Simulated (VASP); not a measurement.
Input of a VASP 6.6.1 run:

The input INCAR:

```
SYSTEM = Al
PREC     = Accurate       ! precision mode
ENCUT    = 520            ! plane-wave cutoff, eV
EDIFF    = 1E-6           ! SCF threshold, eV
ISMEAR   = 0              ! smearing method
SIGMA    = 0.1            ! smearing width, eV
LREAL    = .False.        ! projectors in reciprocal space
LASPH    = .True.         ! aspherical terms in the spheres
NELM     = 80             ! most SCF steps
ALGO     = Normal         ! electronic algorithm
ISIF     = 2              ! what is computed and relaxed
LWAVE    = .False.        ! write WAVECAR
LCHARG   = .False.        ! write CHGCAR
LDIPOL   = .True.       
IDIPOL   = 3            
DIPOL    = 0.5 0.5 0.500
GGA      = PE             ! functional
IBRION   = 2              ! ionic algorithm
NSW      = 80             ! ionic steps
EDIFFG   = -0.02          ! ionic threshold
```

File KPOINTS:

```
regular mesh
0
Gamma
  12 12 1
  0 0 0
```

Contents of POSCAR:

```
Al
1.0
    2.8577415166      0.0000000000      0.0000000000
   -1.4288707583      2.4748767508      0.0000000000
    0.0000000000      0.0000000000     26.6666808874
Al
6
Direct
    0.6666666667      0.3333333333      0.2812498500
    0.3333333333      0.6666666667      0.3687499100
    0.0000000000      0.0000000000      0.4562499700
    0.6666666667      0.3333333333      0.5437500300
    0.3333333333      0.6666666667      0.6312500900
    0.0000000000      0.0000000000      0.7187501500
```

Potentials or basis: VASP PAW PBE potentials, release 64 (Al).

Command:

```sh
$ cat potpaw_PBE.64/Al/POTCAR > POTCAR
$ mpirun -np 1 vasp_std > vasp.out
```

Task: Estimate the energy gained by relaxing.

Result: 0.5 meV/atom.

Task: Estimate the band gap on the k mesh.

Result: Zero (bands 9 and 10 overlap by 3.23 eV).

Step by step:
```
step  energy change (eV)  largest force (eV/Å)  pressure (GPa)
   1              0.0000                0.1231           -0.54
   2             -0.0016                0.0813           -0.56
   3             -0.0027                0.0350           -0.57
   4             -0.0028                0.0254           -0.57
   5             -0.0030                0.0119           -0.58
```
